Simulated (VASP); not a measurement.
# Mn (P6_3/mmc) in VASP: single point with PBEsol

Aim: the single point of Mn with PBEsol.

All numbers are computed with VASP 6.6.1; they aren't measurements. Logs are shortened: lines on timing, memory, paths and dates and some standing lists are left out, and cuts for length are marked.

## (1) The cell of the first run

The structure is hexagonal, space group P6_3/mmc (No. 194). The conventional cell has a = 2.484 Å, b = 2.484 Å, c = 4.026 Å, α = 90.00°, β = 90.00°, γ = 120.00°. Mn (site symmetry -6m2) has 12 Mn at 2.47 to 2.48 Å within 3.3 Å.

## (2) Single point, PBEsol

File INCAR:

```
SYSTEM = Mn
PREC = Accurate ; ENCUT = 520
EDIFF = 1E-6 ; ISMEAR = 0
SIGMA = 0.15 ; LREAL = .FALSE.
LASPH = .TRUE. ; NELM = 100
ALGO = Fast ; ISIF = 2
LWAVE = .FALSE. ; LCHARG = .FALSE.
GGA = PS ; NBANDS = 20
```

File KPOINTS:

```
regular mesh
0
G
  21 21 12
  0 0 0
```

File POSCAR:

```
Mn
1.0
    2.4836457705      0.0000000000      0.0000000000
   -1.2418228852      2.1509003313      0.0000000000
    0.0000000000      0.0000000000      4.0261950000
Mn
2
Direct
    0.6666666667      0.3333333333      0.7500000000
    0.3333333333      0.6666666667      0.2500000000
```

Potentials or basis: VASP PAW PBE potentials, release 64 (Mn_pv).

On the command line:

```
$ cat potpaw_PBE.64/Mn_pv/POTCAR > POTCAR
$ mpirun -np 1 vasp_std > vasp.out
```

OUTCAR:

```text
SYSTEM = Mn
   PREC = Accurate
   ENCUT = 520
   EDIFF = 1E-6
   ISMEAR = 0
   LREAL = .FALSE.
   LASPH = .TRUE.
   NELM = 100
   ISIF = 2
   GGA = PS

 ion  position               nearest neighbor table
   1  0.667  0.333  0.750-   2 2.47   2 2.47   2 2.47   2 2.47   2 2.47   2 2.47
   2  0.333  0.667  0.250-   1 2.47   1 2.47   1 2.47   1 2.47   1 2.47   1 2.47

  LATTYP: Found a hexagonal cell.
 ALAT       =     2.4836457705
 C/A-ratio  =     1.6210826229

  Lattice vectors:

 A1 = (   2.4836457705,   0.0000000000,   0.0000000000)
 A2 = (  -1.2418228852,   2.1509003313,   0.0000000000)
 A3 = (   0.0000000000,   0.0000000000,   4.0261950000)

Analysis of symmetry for initial positions (statically):
=====================================================================
 Subroutine PRICEL returns:
 Original cell was already a primitive cell.

 Routine SETGRP: Setting up the symmetry group for a
 hexagonal supercell.

 Subroutine GETGRP returns: Found 24 space group operations
 (whereof 12 operations were pure point group operations)
 out of a pool of 24 trial point group operations.

The static configuration has the point symmetry D_3d.
 The point group associated with its full space group is D_6h.

Analysis of symmetry for dynamics (positions and initial velocities):
=====================================================================
 Subroutine PRICEL returns:
 Original cell was already a primitive cell.

 Routine SETGRP: Setting up the symmetry group for a
 hexagonal supercell.

 Subroutine GETGRP returns: Found 24 space group operations
 (whereof 12 operations were pure point group operations)
 out of a pool of 24 trial point group operations.

The dynamic configuration has the point symmetry D_3d.
 The point group associated with its full space group is D_6h.

 Subroutine INISYM returns: Found 24 space group operations
 (whereof 12 operations are pure point group operations),
 and found     1 'primitive' translations

----------------------------------------------------------------------------------------

                                     Primitive cell

  volume of cell :      21.5082

  direct lattice vectors                    reciprocal lattice vectors
     2.483645770  0.000000000  0.000000000     0.402633907  0.232460795  0.000000000
    -1.241822885  2.150900331  0.000000000     0.000000000  0.464921589  0.000000000
     0.000000000  0.000000000  4.026195000     0.000000000  0.000000000  0.248373464

  length of vectors
     2.483645770  2.483645771  4.026195000     0.464921589  0.464921589  0.248373464

  position of ions in fractional coordinates (direct lattice)
     0.666666667  0.333333333  0.750000000
     0.333333333  0.666666667  0.250000000

  ion indices of the primitive-cell ions
   primitive index   ion index
                 1           1
                 2           2

----------------------------------------------------------------------------------------

 KPOINTS: regular mesh

Automatic generation of k-mesh.
 Grid dimensions read from file:
 generate k-points for:   21   21   12

 Generating k-lattice:

  Cartesian coordinates                     Fractional coordinates (reciprocal lattice)
     0.019173043  0.011069562  0.000000000     0.047619048  0.000000000  0.000000000
     0.000000000  0.022139123  0.000000000     0.000000000  0.047619048  0.000000000
     0.000000000  0.000000000  0.020697789     0.000000000  0.000000000  0.083333333

  Length of vectors
     0.022139123  0.022139123  0.020697789

  Shift w.r.t. Gamma in fractional coordinates (k-lattice)
     0.000000000  0.000000000  0.000000000

 Subroutine IBZKPT returns following result:
 ===========================================

 Found    336 irreducible k-points:

 Following reciprocal coordinates:
            Coordinates               Weight
  0.000000  0.000000  0.000000      1.000000
  0.047619 -0.000000  0.000000      6.000000
  0.095238  0.000000  0.000000      6.000000
  0.142857  0.000000  0.000000      6.000000
  0.190476  0.000000  0.000000      6.000000
  0.238095  0.000000  0.000000      6.000000
[... 16 lines left out ...]
  0.142857  0.095238  0.000000     12.000000
  0.190476  0.095238  0.000000     12.000000
 [... further k-points ...]
   k-points           NKPTS =    336   k-points in BZ     NKDIM =    336   number of bands    NBANDS=     20
   number of dos      NEDOS =    301   number of ions     NIONS =      2
   total plane-waves  NPLWV =   9720
   dimension x,y,z NGX =    18 NGY =   18 NGZ =   30
   dimension x,y,z NGXF=    36 NGYF=   36 NGZF=   60
   ions per type =               2
   NGX,Y,Z   is equivalent  to a cutoff of  12.05, 12.05, 12.39 a.u.
   NGXF,Y,Z  is equivalent  to a cutoff of  24.10, 24.10, 24.77 a.u.
 SYSTEM =  Mn
   PREC   = accura    normal or accurate (medium, high low for compatibility)
   ISTART =      0    job   : 0-new  1-cont  2-samecut
   ICHARG =      2    charge: 1-file 2-atom 10-const
   ISPIN  =      1    spin polarized calculation?
   LNONCOLLINEAR =      F non collinear calculations
   LSORBIT =      F    spin-orbit coupling
   LASPH  =      T    aspherical Exc in radial PAW
   ENCUT  =  520.0 eV  38.22 Ry    6.18 a.u.   4.62  4.62  7.49*2*pi/ulx,y,z
   NELM   =    100;   NELMIN=  2; NELMDL= -5     # of ELM steps
   EDIFF  = 0.1E-05   stopping-criterion for ELM
   LREAL  =      F    real-space projection
   EDIFFG = 0.1E-04   stopping-criterion for IOM
   NSW    =      0    number of steps for IOM
   IBRION =     -1    ionic relax: 0-MD 1-quasi-New 2-CG
   NFREE  =      0    steps in history (QN), initial steepest desc. (CG)
   ISIF   =      2    stress and relaxation
   ISYM   =      2    0-nonsym 1-usesym 2-fastsym
   POTIM  = 0.5000    time-step for ionic-motion
   TEBEG  =    0.0;   TEEND  =   0.0 temperature during run
   PSTRESS=    0.0 pullay stress
   NELECT =      26.0000    total number of electrons
   NUPDOWN=      -1.0000    fix difference up-down
   EMIN   =  10.00;   EMAX   =-10.00  energy-range for DOS
   EFERMI =   0.00;   METHOD = LEGACY
   ISMEAR =     0;   SIGMA  =   0.15  broadening in eV -4-tet -1-fermi 0-gaus
   EFERMI_NEDOS =   21; number of points for ismear=-14 and -15
   IALGO  =     68    algorithm
   IMIX   =      4    mixing-type and parameters
     AMIX     =   0.40;   BMIX     =  1.00
     AMIX_MAG =   1.60;   BMIX_MAG =  1.00
  volume/ion in A,a.u.               =      10.75        72.57
  Fermi-wavevector in a.u.,A,eV,Ry     =   1.743938  3.295565 41.379665  3.041320
  Thomas-Fermi vector in A             =   2.815914
   LORBIT       =      0    0 simple, 1 ext, 2 COOP (PROOUT), +10 PAW based schemes
   GGA     = PS    functional components
   LHFCALC =     F    Hartree Fock is set to
   AEXX    =    0.0000 exact exchange contribution
   IVDW    =     0    specifies the selected vdW correction
   LEPSILON=     F    determine dielectric tensor
   LRPA    =     F    only Hartree local field effects (RPA)
 non-spin polarized calculation
 RMM-DIIS sequential band-by-band and
 Gauss-broadening in eV      SIGMA  =   0.15
  energy-cutoff  :      520.00
  volume of cell :       21.51
 maximum number of plane-waves:       592
   NGX =  9   NGY =  9   NGZ = 15

 number of electron      26.0000029 magnetization

 Free energy of the ion-electron system (eV)
  ---------------------------------------------------
  ext. energy  EPLUGINS =         0.00000000
  ---------------------------------------------------
  free energy    TOTEN  =       -19.39742370 eV

  energy without entropy =      -19.36595628  energy(sigma->0) =      -19.38168999

 E-fermi :  10.1867     XC(G=0): -14.1832

 val. band max:       10.1850706038   @ k =   0.1429   0.0952   0.2500
 cond. band min:      10.1884519995   @ k =   0.2857   0.1905   0.5000
 fundamental gap:      0.0033813956
 Fermi energy:        10.1866774926

 k-point     1 :       0.0000    0.0000    0.0000
  band No.  band energies     occupation
      1     -37.9322      2.00000
      2     -37.2647      2.00000
      3     -37.2647      2.00000
      4     -37.1603      2.00000
      5     -37.1603      2.00000
      6     -37.1532      2.00000
[... 12 lines left out ...]
     19      19.4328      0.00000
     20      30.9586      0.00000

 k-point     2 :       0.0476   -0.0000    0.0000
  band No.  band energies     occupation
      1     -37.9265      2.00000
      2     -37.2774      2.00000
      3     -37.2688      2.00000
      4     -37.1735      2.00000
      5     -37.1621      2.00000
      6     -37.1553      2.00000
[... 12 lines left out ...]
     19      19.4325      0.00000
     20      30.8230      0.00000

 k-point     3 :       0.0952    0.0000    0.0000
  band No.  band energies     occupation
      1     -37.9096      2.00000
      2     -37.3144      2.00000
      3     -37.2806      2.00000
      4     -37.2117      2.00000
      5     -37.1677      2.00000
      6     -37.1617      2.00000
[... 12 lines left out ...]
     19      19.4336      0.00000
     20      30.2104      0.00000

 k-point     4 :       0.1429    0.0000    0.0000
  band No.  band energies     occupation
      1     -37.8823      2.00000
      2     -37.3726      2.00000
      3     -37.2987      2.00000
      4     -37.2710      2.00000
      5     -37.1768      2.00000
      6     -37.1725      2.00000
[... 12 lines left out ...]
     19      19.4411      0.00000
     20      28.8381      0.00000

 k-point     5 :       0.1905    0.0000    0.0000
  band No.  band energies     occupation
      1     -37.8460      2.00000
      2     -37.4471      2.00000
      3     -37.3452      2.00000
      4     -37.3212      2.00000
      5     -37.1887      2.00000
      6     -37.1878      2.00000
[... 12 lines left out ...]
     19      19.4607      0.00000
     20      27.0582      0.00000
[... 353 lines left out ...]
      6     -37.2650      2.00000
[... 12 lines left out ...]
     19      21.7390      0.00000
     20      22.3826      0.00000

 k-point    22 :       0.0952    0.0952    0.0000
  band No.  band energies     occupation
      1     -37.8664      2.00000
      2     -37.3944      2.00000
      3     -37.3440      2.00000
      4     -37.2723      2.00000
      5     -37.1898      2.00000
      6     -37.1790      2.00000
[... 12 lines left out ...]
     19      19.4537      0.00000
     20      28.5866      0.00000

 k-point    23 :       0.1429    0.0952    0.0000
  band No.  band energies     occupation
      1     -37.8309      2.00000
      2     -37.4577      2.00000
      3     -37.4055      2.00000
      4     -37.3049      2.00000
      5     -37.2072      2.00000
      6     -37.1944      2.00000
[... 12 lines left out ...]
     19      19.4900      0.00000
     20      27.0811      0.00000

 k-point    24 :       0.1905    0.0952    0.0000
  band No.  band energies     occupation
      1     -37.7884      2.00000
      2     -37.5340      2.00000
      3     -37.4714      2.00000
      4     -37.3402      2.00000
      5     -37.2254      2.00000
      6     -37.2142      2.00000
[... 12 lines left out ...]
     19      19.5504      0.00000
     20      25.2802      0.00000

 [... further k-points ...]
[... 5 lines left out ...]
  --------------------------------------------------------------------------------------
  -------------------------------------------------------------------------------------
  Total       -1.5168800     -1.5168800     -1.6597209     -0.0000000     -0.0000000      0.0000000
  in kB     -112.9944336   -112.9944336   -123.6348476     -0.0000000     -0.0000000      0.0000000
  external PRESSURE =    -116.5412383 kB  Pullay stress =       0.0000000 kB

 VOLUME and BASIS-vectors are now :
 -----------------------------------------------------------------------------
  energy-cutoff  :      520.00
  volume of cell :       21.51
      direct lattice vectors                 reciprocal lattice vectors
     2.483645770  0.000000000  0.000000000     0.402633907  0.232460795  0.000000000
    -1.241822885  2.150900331  0.000000000     0.000000000  0.464921589  0.000000000
     0.000000000  0.000000000  4.026195000     0.000000000  0.000000000  0.248373464

 POSITION                                       TOTAL-FORCE (eV/Angst)
 -----------------------------------------------------------------------------------
      1.24182      0.71697      3.01965         0.000000      0.000000      0.000000
     -0.00000      1.43393      1.00655        -0.000000     -0.000000      0.000000
 -----------------------------------------------------------------------------------
    total drift:                               -0.000000      0.000000     -0.000000

  FREE ENERGIE OF THE ION-ELECTRON SYSTEM (eV)
  ---------------------------------------------------
  free  energy   TOTEN  =       -19.3974237041 eV

  energy  without entropy=      -19.3659562801  energy(sigma->0) =      -19.38168999
```

Wall time 49 s (1 thread of Intel Xeon 6975P-C (Granite Rapids), shared host); peak memory 0.21 GiB.

Results:

```
Free energy            : -19.3974 eV
Pressure               : -11.7 GPa
Band gap on the k mesh : zero (band 13 reaches 11.17 eV, above the bottom of band 14 at 9.17 eV)
```

Caveat: the PAW data sets were made with another functional, which shifts forces and pressure a little; the run has no spin polarisation, though such a crystal can be magnetic.
